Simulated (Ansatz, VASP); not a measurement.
**Two plane-wave programs on OsPd**

```
CELL_PARAMETERS angstrom
3.09761 0.00000 0.00000
0.00000 3.09761 0.00000
0.00000 0.00000 3.09761
ATOMIC_POSITIONS crystal
Pd 0.50000 0.50000 0.50000
Os 0.00000 0.00000 0.00000
```

Alike in both runs: functional PBE; k mesh 6 × 6 × 6; occupations gaussian, width 0.1 eV; no spin polarisation.

Ansatz relaxed the structure, and its values are those at the end. VASP's run is a single point on that final structure, the one shown.

|  | VASP | Ansatz |
| --- | --- | --- |
| version | VASP 6.6.1 | Ansatz 0.2.0 |
| potentials or method | VASP PAW PBE potentials, release 64 (Pd, Os), cutoff 520 eV | scalar-relativistic, plane waves, PAW |
| valence electrons in the cell | 18 | 34 |

|  | VASP | Ansatz | Ansatz less VASP |
| --- | --- | --- | --- |
| gap on the k mesh at the Fermi level (eV) | none | none | - |
| pressure (GPa) | -0.5 | 0.0 | +0.49 |

A gap of «none» marks a metal or a gap that the smearing closes. The functional is the same, so the differences come from potentials, cutoffs and numerics. VASP's potentials hold 18 valence electrons a cell and Ansatz's 34, so a difference there can come from the potentials and not from the codes.

Spin-orbit coupling is off throughout.
